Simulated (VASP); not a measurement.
Write the native input for VASP 6.6.1 that does the following.

```yaml
Task: single point
Functional: r2SCAN
Potentials_or_basis: VASP PAW PBE potentials, release 64 (B, N)
Cutoff: 520 eV
k_mesh: 9 × 9 × 6
Occupations: gaussian, width 0.01 eV
Spin: no spin polarisation
Dipole_correction: no
Further_INCAR_settings: ALGO = Normal; EDIFF = 1e-07; NBANDS = 16
```

Crystal: BN.

```xyz
4
Lattice="2.5160 0.0000 0.0000 -1.2580 2.1789 0.0000 0.0000 0.0000 4.0407" Properties=species:S:1:pos:R:3 pbc="T T T"
B     0.0000    0.0000    0.0000
B     0.0000    0.0000    2.0203
N     0.0000    1.4526    1.0102
N     1.2580    0.7263    3.0305
```

This cell differs from its parent crystal: volume changed by +3%.

One way to write it, as run:

POSCAR

```
BN
1.0
    2.5160036418      0.0000000000      0.0000000000
   -1.2580018209      2.1789230699      0.0000000000
    0.0000000000      0.0000000000      4.0406762053
B N
2 2
Direct
    0.0000000000      0.0000000000      0.0000000000
    0.0000000000      0.0000000000      0.5000000000
    0.3333333333      0.6666666667      0.2500000000
    0.6666666667      0.3333333333      0.7500000000
```

INCAR.step1

```
SYSTEM = BN
PREC = Accurate
ENCUT = 520
ISMEAR = 0
SIGMA = 0.01
LREAL = .False.
LASPH = .True.
NELM = 100
NBANDS = 16
GGA = PE
ALGO = Normal
EDIFF = 1E-4
LWAVE = .True.
LCHARG = .False.
```

INCAR.step2

```
SYSTEM = BN
PREC = Accurate
ENCUT = 520
EDIFF = 1E-7
ISMEAR = 0
SIGMA = 0.01
LREAL = .False.
LASPH = .True.
NELM = 100
ALGO = Normal
ISIF = 2
LWAVE = .False.
LCHARG = .False.
METAGGA = R2SCAN
LMIXTAU = .True.
NBANDS = 16
ISTART = 1
```

KPOINTS

```
regular mesh
0
Gamma
  9 9 6
  0 0 0
```

Potentials or basis: VASP PAW PBE potentials, release 64 (B, N).

Run with:

```bash
$ cat potpaw_PBE.64/B/POTCAR potpaw_PBE.64/N/POTCAR > POTCAR
$ cp INCAR.step1 INCAR
$ mpirun -np 1 vasp_std > vasp.out
$ cp INCAR.step2 INCAR
$ mpirun -np 1 vasp_std > vasp.out
```

Results of the run:

```
Pressure               : -10.7 GPa
Band gap on the k mesh : 1.67 eV, indirect (least direct gap 5.43 eV)
```

Caveat: the PAW data sets were made with another functional, which shifts forces and pressure a little.

Run time: 45 s on 1 thread of AMD EPYC 9R45 96-Core Processor (Zen 5), on a shared host, peak memory 0.11 GiB.
